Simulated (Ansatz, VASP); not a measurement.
## One calculation of Bi2Se3, two programs

```
CELL_PARAMETERS angstrom
4.17614 0.00000 0.00000
-2.08807 3.61664 0.00000
0.00000 0.00000 11.47670
ATOMIC_POSITIONS crystal
Bi 0.00000 0.00000 0.17372
Bi 0.00000 0.00000 0.82628
Se 0.33333 0.66667 0.00000
Se 0.66667 0.33333 0.31009
Se 0.66667 0.33333 0.68991
```

Alike in both runs: functional PBE; k mesh 12 × 12 × 4; no spin polarisation.

Ansatz relaxed the structure, and its values are those at the end. VASP's run is a single point on that final structure, the one shown.

```csv
,VASP,Ansatz
version,VASP 6.6.1,Ansatz 0.2.0
potentials or method,"VASP PAW PBE potentials, release 64 (Bi_d, Se), cutoff 520 eV","scalar-relativistic, plane waves, PAW"
occupations,"gaussian, width 0.01 eV",fixed
valence electrons in the cell,48,78
```

|  | VASP | Ansatz | Ansatz less VASP |
| --- | --- | --- | --- |
| gap on the k mesh at the Fermi level (eV) | 0.55 | 0.56 | +0.001 |
| least direct gap on the mesh (eV) | 0.89 | 0.89 | -0.001 |
| pressure (GPa) | 0.0 | 0.0 | -0.01 |
| rms of the force components (eV/Å) | 0.004 | 0.000 | -0.0044 |

VASP's potentials hold 48 valence electrons a cell and Ansatz's 78, so a difference there can come from the potentials and not from the codes.

Spin-orbit coupling is off throughout.
